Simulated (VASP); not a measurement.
A run of VASP 6.6.1 is set up as follows.

The input INCAR:

```
SYSTEM = Ge
PREC = Accurate
ENCUT = 520
EDIFF = 1E-6
ISMEAR = -1
SIGMA = 0.02
LREAL = .False.
LASPH = .True.
NELM = 60
ALGO = Normal
ISIF = 2
LWAVE = .False.
LCHARG = .False.
GGA = PS
NBANDS = 21
```

KPOINTS

```
Automatic mesh
0
Gamma
  6 6 6
  0 0 0
```

Contents of POSCAR:

```
Ge
1.0
    0.0000000000      2.8368735118      2.8368735118
    2.8368735118      0.0000000000      2.8368735118
    2.8368735118      2.8368735118      0.0000000000
Ge
2
Direct
    0.0000000000      0.0000000000      0.0000000000
    0.2500000000      0.2500000000      0.2500000000
```

Potentials or basis: VASP PAW PBE potentials, release 64 (Ge_d).

Launch:

```console
$ cat potpaw_PBE.64/Ge_d/POTCAR > POTCAR
$ mpirun -np 1 vasp_std > vasp.out
```

Task: What does it give for the pressure?

Result: -0.3 GPa.

Task: Estimate the band gap on the k mesh.

Result: Zero (filled and empty bands touch).

Caveat: semilocal functionals underestimate gaps, and a narrow one can read as zero; the PAW data sets were made with another functional, which shifts forces and pressure a little.
